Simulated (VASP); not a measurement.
# Zr (P6_3/mmc) in VASP: further runs

Runs on Zr. Level: PBEsol. Tasks: single point, relaxation of cell and atoms.

All numbers are computed with VASP 6.6.1; they aren't measurements. Logs are shortened: lines on timing, memory, paths and dates and some standing lists are left out, and cuts for length are marked.

## 1. The cell of the first run

It takes space group P6_3/mmc (No. 194, hexagonal). The conventional cell has a = 3.184 Å, b = 3.184 Å, c = 5.114 Å, α = 90.00°, β = 90.00°, γ = 120.00°. Zr (site symmetry -6m2) has 12 Zr at 3.15 to 3.18 Å within 4.1 Å.

## 2. Single point, PBEsol

The input, INCAR:

```
  PREC = Accurate
  ENCUT = 520
  EDIFF = 1E-6
  ISMEAR = 0
  SIGMA = 0.02
  LREAL = False
  LASPH = True
  NELM = 80
  ALGO = Normal
  ISIF = 2
  LWAVE = False
  LCHARG = False
  GGA = PS
  NBANDS = 19
```

The input, KPOINTS:

```
regular mesh
0
Gamma
  15 15 8
```

The input, POSCAR:

```
Zr
1.0
    3.1843183412      0.0000000000      0.0000000000
   -1.5921591706      2.7577005772      0.0000000000
    0.0000000000      0.0000000000      5.1144117592
Zr
2
Direct
    0.3333333333      0.6666666667      0.2500000000
    0.6666666667      0.3333333333      0.7500000000
```

Potentials or basis: VASP PAW PBE potentials, release 64 (Zr_sv).

On the command line:

```sh
$ cat potpaw_PBE.64/Zr_sv/POTCAR > POTCAR
$ mpirun -np 1 vasp_std > vasp.out
```

OUTCAR:

```text
PREC = Accurate
   ENCUT = 520
   EDIFF = 1E-6
   ISMEAR = 0
   LREAL = False
   LASPH = True
   NELM = 80
   ISIF = 2
   GGA = PS

 ion  position               nearest neighbor table
   1  0.333  0.667  0.250-   2 3.15   2 3.15   2 3.15   2 3.15   2 3.15   2 3.15
   2  0.667  0.333  0.750-   1 3.15   1 3.15   1 3.15   1 3.15   1 3.15   1 3.15

  LATTYP: Found a hexagonal cell.
 ALAT       =     3.1843183412
 C/A-ratio  =     1.6061245175

  Lattice vectors:

 A1 = (   3.1843183412,   0.0000000000,   0.0000000000)
 A2 = (  -1.5921591706,   2.7577005772,   0.0000000000)
 A3 = (   0.0000000000,   0.0000000000,   5.1144117592)

Analysis of symmetry for initial positions (statically):
=====================================================================
 Subroutine PRICEL returns:
 Original cell was already a primitive cell.

 Routine SETGRP: Setting up the symmetry group for a
 hexagonal supercell.

 Subroutine GETGRP returns: Found 24 space group operations
 (whereof 12 operations were pure point group operations)
 out of a pool of 24 trial point group operations.

The static configuration has the point symmetry D_3d.
 The point group associated with its full space group is D_6h.

Analysis of symmetry for dynamics (positions and initial velocities):
=====================================================================
 Subroutine PRICEL returns:
 Original cell was already a primitive cell.

 Routine SETGRP: Setting up the symmetry group for a
 hexagonal supercell.

 Subroutine GETGRP returns: Found 24 space group operations
 (whereof 12 operations were pure point group operations)
 out of a pool of 24 trial point group operations.

The dynamic configuration has the point symmetry D_3d.
 The point group associated with its full space group is D_6h.

 Subroutine INISYM returns: Found 24 space group operations
 (whereof 12 operations are pure point group operations),
 and found     1 'primitive' translations

----------------------------------------------------------------------------------------

                                     Primitive cell

  volume of cell :      44.9117

  direct lattice vectors                    reciprocal lattice vectors
     3.184318341  0.000000000  0.000000000     0.314038954  0.181310474  0.000000000
    -1.592159171  2.757700577  0.000000000     0.000000000  0.362620949  0.000000000
     0.000000000  0.000000000  5.114411759     0.000000000  0.000000000  0.195525907

  length of vectors
     3.184318341  3.184318341  5.114411759     0.362620949  0.362620949  0.195525907

  position of ions in fractional coordinates (direct lattice)
     0.333333333  0.666666667  0.250000000
     0.666666667  0.333333333  0.750000000

  ion indices of the primitive-cell ions
   primitive index   ion index
                 1           1
                 2           2

----------------------------------------------------------------------------------------

 KPOINTS: regular mesh

Automatic generation of k-mesh.
 Grid dimensions read from file:
 generate k-points for:   15   15    8

 Generating k-lattice:

  Cartesian coordinates                     Fractional coordinates (reciprocal lattice)
     0.020935930  0.012087365  0.000000000     0.066666667  0.000000000  0.000000000
     0.000000000  0.024174730  0.000000000     0.000000000  0.066666667  0.000000000
     0.000000000  0.000000000  0.024440738     0.000000000  0.000000000  0.125000000

  Length of vectors
     0.024174730  0.024174730  0.024440738

  Shift w.r.t. Gamma in fractional coordinates (k-lattice)
     0.000000000  0.000000000  0.000000000

 Subroutine IBZKPT returns following result:
 ===========================================

 Found    135 irreducible k-points:

 Following reciprocal coordinates:
            Coordinates               Weight
  0.000000  0.000000  0.000000      1.000000
  0.066667  0.000000  0.000000      6.000000
  0.133333 -0.000000  0.000000      6.000000
  0.200000 -0.000000  0.000000      6.000000
  0.266667 -0.000000  0.000000      6.000000
  0.333333  0.000000  0.000000      6.000000
[... 16 lines left out ...]
  0.333333  0.200000  0.000000     12.000000
  0.400000  0.200000  0.000000      6.000000
 [... further k-points ...]
   k-points           NKPTS =    135   k-points in BZ     NKDIM =    135   number of bands    NBANDS=     19
   number of dos      NEDOS =    301   number of ions     NIONS =      2
   total plane-waves  NPLWV =  23040
   dimension x,y,z NGX =    24 NGY =   24 NGZ =   40
   dimension x,y,z NGXF=    48 NGYF=   48 NGZF=   80
   ions per type =               2
   NGX,Y,Z   is equivalent  to a cutoff of  12.53, 12.53, 13.00 a.u.
   NGXF,Y,Z  is equivalent  to a cutoff of  25.06, 25.06, 26.00 a.u.
 SYSTEM =  unknown system
   PREC   = accura    normal or accurate (medium, high low for compatibility)
   ISTART =      0    job   : 0-new  1-cont  2-samecut
   ICHARG =      2    charge: 1-file 2-atom 10-const
   ISPIN  =      1    spin polarized calculation?
   LNONCOLLINEAR =      F non collinear calculations
   LSORBIT =      F    spin-orbit coupling
   LASPH  =      T    aspherical Exc in radial PAW
   ENCUT  =  520.0 eV  38.22 Ry    6.18 a.u.   5.92  5.92  9.51*2*pi/ulx,y,z
   NELM   =     80;   NELMIN=  2; NELMDL= -5     # of ELM steps
   EDIFF  = 0.1E-05   stopping-criterion for ELM
   LREAL  =      F    real-space projection
[... 7 lines left out ...]
   TEBEG  =    0.0;   TEEND  =   0.0 temperature during run
   PSTRESS=    0.0 pullay stress
   NELECT =      24.0000    total number of electrons
   NUPDOWN=      -1.0000    fix difference up-down
   EMIN   =  10.00;   EMAX   =-10.00  energy-range for DOS
   EFERMI =   0.00;   METHOD = LEGACY
   ISMEAR =     0;   SIGMA  =   0.02  broadening in eV -4-tet -1-fermi 0-gaus
   EFERMI_NEDOS =   21; number of points for ismear=-14 and -15
   IALGO  =     38    algorithm
   IMIX   =      4    mixing-type and parameters
     AMIX     =   0.40;   BMIX     =  1.00
     AMIX_MAG =   1.60;   BMIX_MAG =  1.00
  volume/ion in A,a.u.               =      22.46       151.54
  Fermi-wavevector in a.u.,A,eV,Ry     =   1.328492  2.510485 24.012786  1.764890
  Thomas-Fermi vector in A             =   2.457725
   LORBIT       =      0    0 simple, 1 ext, 2 COOP (PROOUT), +10 PAW based schemes
   GGA     = PS    functional components
   LHFCALC =     F    Hartree Fock is set to
   AEXX    =    0.0000 exact exchange contribution
   IVDW    =     0    specifies the selected vdW correction
   LEPSILON=     F    determine dielectric tensor
   LRPA    =     F    only Hartree local field effects (RPA)
 non-spin polarized calculation
 Gauss-broadening in eV      SIGMA  =   0.02
  energy-cutoff  :      520.00
  volume of cell :       44.91
 maximum number of plane-waves:      1230
 NGX is ok and might be reduce to    24
   NGX = 11   NGY = 11   NGZ = 19

 number of electron      24.0000000 magnetization

 Free energy of the ion-electron system (eV)
  ---------------------------------------------------
  ext. energy  EPLUGINS =         0.00000000
  ---------------------------------------------------
  free energy    TOTEN  =       -18.16242454 eV

  energy without entropy =      -18.16200204  energy(sigma->0) =      -18.16221329

 E-fermi :   9.3060     XC(G=0): -11.3682

 val. band max:        9.2936775540   @ k =   0.2000   0.1333   0.3750
 cond. band min:       9.3066426173   @ k =   0.1333  -0.0000   0.0000
 fundamental gap:      0.0129650633
 Fermi energy:         9.3060141629

 k-point     1 :       0.0000    0.0000    0.0000
  band No.  band energies     occupation
      1     -39.3935      2.00000
      2     -39.2178      2.00000
      3     -18.0071      2.00000
      4     -17.0220      2.00000
      5     -17.0220      2.00000
      6     -16.8842      2.00000
[... 11 lines left out ...]
     18      11.5293      0.00000
     19      13.8989      0.00000

 k-point     2 :       0.0667    0.0000    0.0000
  band No.  band energies     occupation
      1     -39.3875      2.00000
      2     -39.2151      2.00000
      3     -17.9917      2.00000
      4     -17.0575      2.00000
      5     -17.0335      2.00000
      6     -16.9062      2.00000
[... 11 lines left out ...]
     18      11.4113      0.00000
     19      13.9866      0.00000

 k-point     3 :       0.1333   -0.0000    0.0000
  band No.  band energies     occupation
      1     -39.3702      2.00000
      2     -39.2077      2.00000
      3     -17.9468      2.00000
      4     -17.1576      2.00000
      5     -17.0650      2.00000
      6     -17.0082      2.00000
[... 11 lines left out ...]
     18      11.3143      0.00000
     19      14.1874      0.00000

 k-point     4 :       0.2000   -0.0000    0.0000
  band No.  band energies     occupation
      1     -39.3440      2.00000
      2     -39.1974      2.00000
      3     -17.8765      2.00000
      4     -17.3047      2.00000
      5     -17.1533      2.00000
      6     -17.1098      2.00000
[... 11 lines left out ...]
     18      11.8567      0.00000
     19      14.4018      0.00000

 k-point     5 :       0.2667   -0.0000    0.0000
  band No.  band energies     occupation
      1     -39.3125      2.00000
      2     -39.1868      2.00000
      3     -17.7871      2.00000
      4     -17.4727      2.00000
      5     -17.3133      2.00000
      6     -17.1591      2.00000
[... 11 lines left out ...]
     18      12.5622      0.00000
     19      14.5743      0.00000

 k-point     6 :       0.3333    0.0000    0.0000
  band No.  band energies     occupation
      1     -39.2802      2.00000
      2     -39.1787      2.00000
      3     -17.6881      2.00000
      4     -17.6319      2.00000
      5     -17.4606      2.00000
      6     -17.2049      2.00000
[... 11 lines left out ...]
     18      13.3624      0.00000
     19      14.6908      0.00000

 k-point     7 :       0.4000    0.0000    0.0000
  band No.  band energies     occupation
      1     -39.2522      2.00000
      2     -39.1749      2.00000
      3     -17.7551      2.00000
      4     -17.5935      2.00000
      5     -17.5723      2.00000
      6     -17.2397      2.00000
[... 11 lines left out ...]
     18      14.1526      0.00000
     19      14.7579      0.00000

 k-point     8 :       0.4667   -0.0000    0.0000
  band No.  band energies     occupation
      1     -39.2348      2.00000
      2     -39.1748      2.00000
      3     -17.8220      2.00000
      4     -17.6324      2.00000
      5     -17.5284      2.00000
      6     -17.2586      2.00000
[... 256 lines left out ...]
 k-point    20 :       0.4000    0.1333    0.0000
  band No.  band energies     occupation
      1     -39.2259      2.00000
      2     -39.1754      2.00000
      3     -17.7831      2.00000
      4     -17.5987      2.00000
      5     -17.4940      2.00000
      6     -17.3316      2.00000
[... 11 lines left out ...]
     18      14.4949      0.00000
     19      15.7851      0.00000

 k-point    21 :       0.2000    0.2000    0.0000
  band No.  band energies     occupation
      1     -39.2721      2.00000
      2     -39.1770      2.00000
      3     -17.6624      2.00000
      4     -17.5475      2.00000
      5     -17.5230      2.00000
      6     -17.2221      2.00000
[... 11 lines left out ...]
     18      14.1499      0.00000
     19      14.3631      0.00000

 k-point    22 :       0.2667    0.2000    0.0000
  band No.  band energies     occupation
      1     -39.2449      2.00000
      2     -39.1742      2.00000
      3     -17.6512      2.00000
      4     -17.5687      2.00000
      5     -17.5608      2.00000
      6     -17.3018      2.00000
[... 11 lines left out ...]
     18      14.3265      0.00000
     19      15.0763      0.00000

 k-point    23 :       0.3333    0.2000    0.0000
  band No.  band energies     occupation
      1     -39.2230      2.00000
      2     -39.1757      2.00000
      3     -17.7215      2.00000
      4     -17.5668      2.00000
      5     -17.4835      2.00000
      6     -17.3771      2.00000
[... 11 lines left out ...]
     18      14.2999      0.00000
     19      15.8063      0.00000

 k-point    24 :       0.4000    0.2000    0.0000
  band No.  band energies     occupation
      1     -39.2136      2.00000
      2     -39.1779      2.00000
      3     -17.7459      2.00000
      4     -17.5617      2.00000
      5     -17.4421      2.00000
      6     -17.4116      2.00000
[... 11 lines left out ...]
     18      14.2900      0.00000
     19      16.0085      0.00000

 [... further k-points ...]
[... 5 lines left out ...]
  --------------------------------------------------------------------------------------
  -------------------------------------------------------------------------------------
  Total        0.0171838      0.0171838      0.0186295      0.0000000      0.0000000      0.0000000
  in kB        0.6130133      0.6130133      0.6645863      0.0000000      0.0000000      0.0000000
  external PRESSURE =       0.6302043 kB  Pullay stress =       0.0000000 kB

 VOLUME and BASIS-vectors are now :
 -----------------------------------------------------------------------------
  energy-cutoff  :      520.00
  volume of cell :       44.91
      direct lattice vectors                 reciprocal lattice vectors
     3.184318341  0.000000000  0.000000000     0.314038954  0.181310474  0.000000000
    -1.592159171  2.757700577  0.000000000     0.000000000  0.362620949  0.000000000
     0.000000000  0.000000000  5.114411759     0.000000000  0.000000000  0.195525907

 POSITION                                       TOTAL-FORCE (eV/Angst)
 -----------------------------------------------------------------------------------
     -0.00000      1.83847      1.27860         0.000000     -0.000000      0.000000
      1.59216      0.91923      3.83581        -0.000000      0.000000      0.000000
 -----------------------------------------------------------------------------------
    total drift:                               -0.000000      0.000000     -0.000000

  FREE ENERGIE OF THE ION-ELECTRON SYSTEM (eV)
  ---------------------------------------------------
  free  energy   TOTEN  =       -18.1624245388 eV

  energy  without entropy=      -18.1620020449  energy(sigma->0) =      -18.16221329
```

It took 70 s on 1 thread of Intel Xeon 8259CL, shared host; peak memory 0.22 GiB.

Results:

| Property | Result |
| --- | --- |
| Free energy | -18.1624 eV |
| Pressure | 0.1 GPa |
| Band gap on the k mesh | zero (bands 12 and 13 overlap by 1.31 eV) |

Caveat: the PAW data sets were made with another functional, which shifts forces and pressure a little.

(Part 1 of 2 ends here.)
